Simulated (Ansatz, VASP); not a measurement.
AlGa3N4 in VASP and in Ansatz

```
Al Ga N
1.0
     4.38248    0.10336    0.10336
     0.10336    4.38248    0.10336
     0.10336    0.10336    4.38248
Al Ga N
1 3 4
Direct
  0.00000 0.00000 0.00000
  0.50000 0.50000 0.00000
  0.50000 0.00000 0.50000
  0.00000 0.50000 0.50000
  0.75481 0.75481 0.24519
  0.75481 0.24519 0.75481
  0.24519 0.75481 0.75481
  0.24519 0.24519 0.24519
```

Change from the starting cell: equal engineering shear yz, xz and xy +0.0467, equal normal strain along x, y and z -0.0100.

Alike in both runs: task single point; functional LDA; k mesh 6 × 6 × 6; occupations gaussian, width 0.05 eV; no spin polarisation.

```csv
,VASP,Ansatz
version,VASP 6.6.1,Ansatz 0.2.0
potentials or method,"VASP PAW LDA potentials, release 64 (Al, Ga_d, N), cutoff 520 eV","scalar-relativistic, plane waves, PAW"
valence electrons in the cell,62,62
```

Ansatz gave:

| Quantity | Value |
| --- | --- |
| gap on the k mesh at the Fermi level (eV) | 2.51 |
| least direct gap on the mesh (eV) | 2.51 |
| pressure (GPa) | 8.4 |
| traceless stress, the component that is largest in VASP (GPa) | -10.24 |
| rms of the force components (eV/Å) | 0.392 |

Problem. What did VASP give for the same quantities?

Solution. gap on the k mesh at the Fermi level (eV): 2.52; least direct gap on the mesh (eV): 2.52; pressure (GPa): 9.6; traceless stress, the component that is largest in VASP (GPa): -10.40; rms of the force components (eV/Å): 0.411.

Ansatz warns that its potentials were made for another functional, while VASP's fit it. LDA's correlation is that of Perdew and Zunger in VASP and of Perdew and Wang (1992) in Ansatz. Atom by atom the forces differ by 0.023 eV/Å (rms over components).
